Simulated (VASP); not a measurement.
# WCl2F4 (P1) in VASP: single point with PBE

Aim: the single point of WCl2F4 with PBE.

Everything below comes from runs of VASP 6.6.1. Logs are shortened: lines on timing, memory, paths and dates and some standing lists are left out, and cuts for length are marked.

## (1) The cell of the first run

The typed cell holds 7 atoms: a = 6.248 Å, b = 6.187 Å, c = 6.690 Å, α = 118.89°, β = 118.01°, γ = 88.98°.

## (2) Single point, PBE

INCAR

```
ALGO = Normal
EDIFF = 1E-6
ENCUT = 520
GGA = PE
ISIF = 2
ISMEAR = 0
LASPH = True
LCHARG = True
LELF = True
LREAL = False
LVHAR = True
LWAVE = False
NBANDS = 37
NELM = 60
PREC = Accurate
SIGMA = 0.1
```

KPOINTS

```
k-points
0
Gamma
  4 4 4
```

POSCAR

```
WCl2F4
1.0
    6.2480721045      0.0554311693      0.0224792077
    0.0555676382      6.1862921004     -0.0501537307
   -3.1323093561     -3.1634708548      4.9942909988
W Cl F
1 2 4
Direct
   -0.0000155599     -0.0000220372      0.0000021899
    0.7636957506      0.7773232556      0.5405547501
    0.2363344787      0.2223045621      0.4594212099
    0.1891563895      0.7625905920     -0.0163225117
    0.8109614853      0.2375056755      0.0161760004
    0.2243471091      0.1961157450      1.0018334224
    0.7755203467      0.8041822070     -0.0016650609
```

Potentials or basis: VASP PAW PBE potentials, release 64 (W_sv, Cl, F).

On the command line:

```console
cat potpaw_PBE.64/W_sv/POTCAR potpaw_PBE.64/Cl/POTCAR potpaw_PBE.64/F/POTCAR > POTCAR
mpirun -np 1 vasp_std > vasp.out
```

OUTCAR:

```text
EDIFF = 1E-6
   ENCUT = 520
   GGA = PE
   ISIF = 2
   ISMEAR = 0
   LASPH = True
   LREAL = False
   NELM = 60
   PREC = Accurate

 ion  position               nearest neighbor table
   1  1.000  1.000  0.000-   7 1.86   6 1.86   4 1.86   5 1.86   3 2.29   2 2.29
   2  0.764  0.777  0.541-   1 2.29
   3  0.236  0.222  0.459-   1 2.29
   4  0.189  0.763  0.984-   1 1.86
   5  0.811  0.238  0.016-   1 1.86
   6  0.224  0.196  0.002-   1 1.86
   7  0.776  0.804  0.998-   1 1.86

  LATTYP: Found a triclinic cell.
 ALAT       =     6.6904299064
 B/A-ratio  =     0.9247156071
 C/A-ratio  =     0.9339248013
 COS(alpha) =     0.0178228161
 COS(beta)  =     0.4696652488
 COS(gamma) =     0.4830571151

  Lattice vectors:

 A1 = (   3.1323093561,   3.1634708548,  -4.9942909988)
 A2 = (   0.0555676382,   6.1862921004,  -0.0501537307)
 A3 = (   6.2480721045,   0.0554311693,   0.0224792077)

Analysis of symmetry for initial positions (statically):
=====================================================================
 Subroutine PRICEL returns:
 Original cell was already a primitive cell.

 Routine SETGRP: Setting up the symmetry group for a
 triclinic supercell.

 Subroutine GETGRP returns: Found  1 space group operations
 (whereof  1 operations were pure point group operations)
 out of a pool of  2 trial point group operations.

The static configuration has the point symmetry C_1 .

Analysis of symmetry for dynamics (positions and initial velocities):
=====================================================================
 Subroutine PRICEL returns:
 Original cell was already a primitive cell.

 Routine SETGRP: Setting up the symmetry group for a
 triclinic supercell.

 Subroutine GETGRP returns: Found  1 space group operations
 (whereof  1 operations were pure point group operations)
 out of a pool of  2 trial point group operations.

The dynamic configuration has the point symmetry C_1 .

 Subroutine INISYM returns: Found  1 space group operations
 (whereof  1 operations are pure point group operations),
 and found     1 'primitive' translations

----------------------------------------------------------------------------------------

                                     Primitive cell

  volume of cell :     192.4750

  direct lattice vectors                    reciprocal lattice vectors
     6.248072105  0.055431169  0.022479208     0.159696000 -0.000625660  0.099761511
     0.055567638  6.186292100 -0.050153731    -0.001807776  0.162489189  0.101789683
    -3.132309356 -3.163470855  4.994290999    -0.000736943  0.001634567  0.200801790

  length of vectors
     6.248358421  6.186744953  6.690429906     0.188296476  0.191747605  0.200809795

  position of ions in fractional coordinates (direct lattice)
     0.999984440  0.999977963  0.000002190
     0.763695751  0.777323256  0.540554750
     0.236334479  0.222304562  0.459421210
     0.189156389  0.762590592  0.983677488
     0.810961485  0.237505676  0.016176000
     0.224347109  0.196115745  0.001833422
     0.775520347  0.804182207  0.998334939

  ion indices of the primitive-cell ions
   primitive index   ion index
                 1           1
                 2           2
                 3           3
                 4           4
                 5           5
                 6           6
                 7           7

----------------------------------------------------------------------------------------

 KPOINTS: k-points

Automatic generation of k-mesh.
 Grid dimensions read from file:
 generate k-points for:    4    4    4

 Generating k-lattice:

  Cartesian coordinates                     Fractional coordinates (reciprocal lattice)
     0.039924000 -0.000156415  0.024940378     0.250000000 -0.000000000  0.000000000
    -0.000451944  0.040622297  0.025447421    -0.000000000  0.250000000  0.000000000
    -0.000184236  0.000408642  0.050200448     0.000000000 -0.000000000  0.250000000

  Length of vectors
     0.047074119  0.047936901  0.050202449

  Shift w.r.t. Gamma in fractional coordinates (k-lattice)
     0.000000000  0.000000000  0.000000000

 Subroutine IBZKPT returns following result:
 ===========================================

 Found     36 irreducible k-points:

 Following reciprocal coordinates:
            Coordinates               Weight
  0.000000  0.000000  0.000000      1.000000
  0.250000  0.000000  0.000000      2.000000
  0.500000  0.000000  0.000000      1.000000
  0.000000  0.250000 -0.000000      2.000000
  0.250000  0.250000  0.000000      2.000000
  0.500000  0.250000  0.000000      2.000000
[... 16 lines left out ...]
  0.000000 -0.250000  0.250000      2.000000
  0.250000 -0.250000  0.250000      2.000000
 [... further k-points ...]
   k-points           NKPTS =     36   k-points in BZ     NKDIM =     36   number of bands    NBANDS=     37
   number of dos      NEDOS =    301   number of ions     NIONS =      7
   total plane-waves  NPLWV = 115200
   dimension x,y,z NGX =    48 NGY =   48 NGZ =   50
   dimension x,y,z NGXF=    96 NGYF=   96 NGZF=  100
   ions per type =               1   2   4
   NGX,Y,Z   is equivalent  to a cutoff of  12.77, 12.90, 12.42 a.u.
   NGXF,Y,Z  is equivalent  to a cutoff of  25.54, 25.80, 24.85 a.u.
 SYSTEM =  unknown system
   PREC   = accura    normal or accurate (medium, high low for compatibility)
   ISTART =      0    job   : 0-new  1-cont  2-samecut
   ICHARG =      2    charge: 1-file 2-atom 10-const
   ISPIN  =      1    spin polarized calculation?
   LNONCOLLINEAR =      F non collinear calculations
   LSORBIT =      F    spin-orbit coupling
   LASPH  =      T    aspherical Exc in radial PAW
   ENCUT  =  520.0 eV  38.22 Ry    6.18 a.u.  11.62 11.50 12.44*2*pi/ulx,y,z
   NELM   =     60;   NELMIN=  2; NELMDL= -5     # of ELM steps
   EDIFF  = 0.1E-05   stopping-criterion for ELM
   LREAL  =      F    real-space projection
   EDIFFG = 0.1E-04   stopping-criterion for IOM
   NSW    =      0    number of steps for IOM
   IBRION =     -1    ionic relax: 0-MD 1-quasi-New 2-CG
   NFREE  =      0    steps in history (QN), initial steepest desc. (CG)
   ISIF   =      2    stress and relaxation
   ISYM   =      2    0-nonsym 1-usesym 2-fastsym
   POTIM  = 0.5000    time-step for ionic-motion
   TEBEG  =    0.0;   TEEND  =   0.0 temperature during run
   PSTRESS=    0.0 pullay stress
   NELECT =      56.0000    total number of electrons
   NUPDOWN=      -1.0000    fix difference up-down
   EMIN   =  10.00;   EMAX   =-10.00  energy-range for DOS
   EFERMI =   0.00;   METHOD = LEGACY
   ISMEAR =     0;   SIGMA  =   0.10  broadening in eV -4-tet -1-fermi 0-gaus
   EFERMI_NEDOS =   21; number of points for ismear=-14 and -15
   IALGO  =     38    algorithm
   IMIX   =      4    mixing-type and parameters
     AMIX     =   0.40;   BMIX     =  1.00
     AMIX_MAG =   1.60;   BMIX_MAG =  1.00
  volume/ion in A,a.u.               =      27.50       185.56
  Fermi-wavevector in a.u.,A,eV,Ry     =   1.084791  2.049958 16.010949  1.176772
  Thomas-Fermi vector in A             =   2.220889
   LORBIT       =      0    0 simple, 1 ext, 2 COOP (PROOUT), +10 PAW based schemes
   GGA     = PE    functional components
   LHFCALC =     F    Hartree Fock is set to
   AEXX    =    0.0000 exact exchange contribution
   IVDW    =     0    specifies the selected vdW correction
   LEPSILON=     F    determine dielectric tensor
   LRPA    =     F    only Hartree local field effects (RPA)
 non-spin polarized calculation
 Gauss-broadening in eV      SIGMA  =   0.10
  energy-cutoff  :      520.00
  volume of cell :      192.47
 maximum number of plane-waves:      5201
 NGX is ok and might be reduce to    48
   NGX = 23   NGY = 23   NGZ = 25

 number of electron      56.0000000 magnetization

 Free energy of the ion-electron system (eV)
  ---------------------------------------------------
  ext. energy  EPLUGINS =         0.00000000
  ---------------------------------------------------
  free energy    TOTEN  =       -38.38410378 eV

  energy without entropy =      -38.38410378  energy(sigma->0) =      -38.38410378

 E-fermi :  -3.2579     XC(G=0):  -6.6904

 val. band max:       -3.8418175537   @ k =   0.5000   0.5000   0.5000
 cond. band min:      -0.8738683132   @ k =   0.5000   0.5000   0.5000
 fundamental gap:      2.9679492405
 Fermi energy:        -3.2578503186

 k-point     1 :       0.0000    0.0000    0.0000
  band No.  band energies     occupation
      1     -78.7254      2.00000
      2     -43.0065      2.00000
      3     -43.0041      2.00000
      4     -42.6907      2.00000
      5     -25.8366      2.00000
      6     -25.6882      2.00000
[... 29 lines left out ...]
     36       7.1304      0.00000
     37       7.1719      0.00000

 k-point     2 :       0.2500    0.0000    0.0000
  band No.  band energies     occupation
      1     -78.7254      2.00000
      2     -43.0065      2.00000
      3     -43.0041      2.00000
      4     -42.6907      2.00000
      5     -25.8332      2.00000
      6     -25.6904      2.00000
[... 29 lines left out ...]
     36       6.8347      0.00000
     37       7.4888      0.00000

 k-point     3 :       0.5000    0.0000    0.0000
  band No.  band energies     occupation
      1     -78.7254      2.00000
      2     -43.0065      2.00000
      3     -43.0041      2.00000
      4     -42.6907      2.00000
      5     -25.8298      2.00000
      6     -25.6926      2.00000
[... 29 lines left out ...]
     36       6.8686      0.00000
     37       7.8048      0.00000
[... 761 lines left out ...]
 k-point    23 :       0.0000   -0.2500    0.2500
  band No.  band energies     occupation
      1     -78.7254      2.00000
      2     -43.0065      2.00000
      3     -43.0041      2.00000
      4     -42.6907      2.00000
      5     -25.8327      2.00000
      6     -25.6910      2.00000
[... 29 lines left out ...]
     36       6.8543      0.00000
     37       7.5104      0.00000

 k-point    24 :       0.2500   -0.2500    0.2500
  band No.  band energies     occupation
      1     -78.7254      2.00000
      2     -43.0065      2.00000
      3     -43.0041      2.00000
      4     -42.6907      2.00000
      5     -25.8294      2.00000
      6     -25.6932      2.00000
[... 29 lines left out ...]
     36       6.9168      0.00000
     37       7.2084      0.00000

 [... further k-points ...]

------------------------ aborting loop because EDIFF is reached ----------------------------------------

  FORCE on cell =-STRESS in cart. coord.  units (eV):
  Direction    XX          YY          ZZ          XY          YZ          ZX
  --------------------------------------------------------------------------------------
  -------------------------------------------------------------------------------------
  Total        1.1558094      1.1537629     -0.2889215      0.0308446      0.0556211     -0.0489800
  in kB        9.6210518      9.6040159     -2.4050061      0.2567528      0.4629946     -0.4077135
  external PRESSURE =       5.6066872 kB  Pullay stress =       0.0000000 kB

 VOLUME and BASIS-vectors are now :
 -----------------------------------------------------------------------------
  energy-cutoff  :      520.00
  volume of cell :      192.47
      direct lattice vectors                 reciprocal lattice vectors
     6.248072105  0.055431169  0.022479208     0.159696000 -0.000625660  0.099761511
     0.055567638  6.186292100 -0.050153731    -0.001807776  0.162489189  0.101789683
    -3.132309356 -3.163470855  4.994290999    -0.000736943  0.001634567  0.200801790

 POSITION                                       TOTAL-FORCE (eV/Angst)
 -----------------------------------------------------------------------------------
      6.30353      6.24158     -0.02766         0.003357      0.005946     -0.000563
      3.12164      3.14105      2.67787         0.002930     -0.000751      0.016953
      0.04994     -0.06502      2.28865        -0.003654      0.002041     -0.016107
     -1.85694      1.61626      4.87878         0.235286     -0.276781     -0.014097
      5.02948      1.46306      0.08711        -0.235923      0.273792      0.014861
      1.40689      1.21987      0.00436         0.290619      0.249162     -0.001766
      1.76310      1.85969      4.96308        -0.292614     -0.253409      0.000718
 -----------------------------------------------------------------------------------
    total drift:                               -0.000058     -0.000051     -0.000008

  FREE ENERGIE OF THE ION-ELECTRON SYSTEM (eV)
  ---------------------------------------------------
  free  energy   TOTEN  =       -38.3841037806 eV

  energy  without entropy=      -38.3841037806  energy(sigma->0) =      -38.38410378
```

Wall time 7.7 min (1 thread of Intel Xeon 8259CL, shared host); peak memory 0.47 GiB.

What came out:

* Free energy: -38.3841 eV
* Pressure: 0.6 GPa
* Largest force: 0.387 eV/Å
* Band gap on the k mesh: 2.97 eV

Forces on the atoms (eV/Å):
```
W    0.003  0.006 -0.001
Cl   0.003 -0.001  0.017
Cl  -0.004  0.002 -0.016
F    0.235 -0.277 -0.014
F   -0.236  0.274  0.015
F    0.291  0.249 -0.002
F   -0.293 -0.253  0.001
```

Caveat: spin-orbit coupling is left out, which moves the levels of the heavy elements.
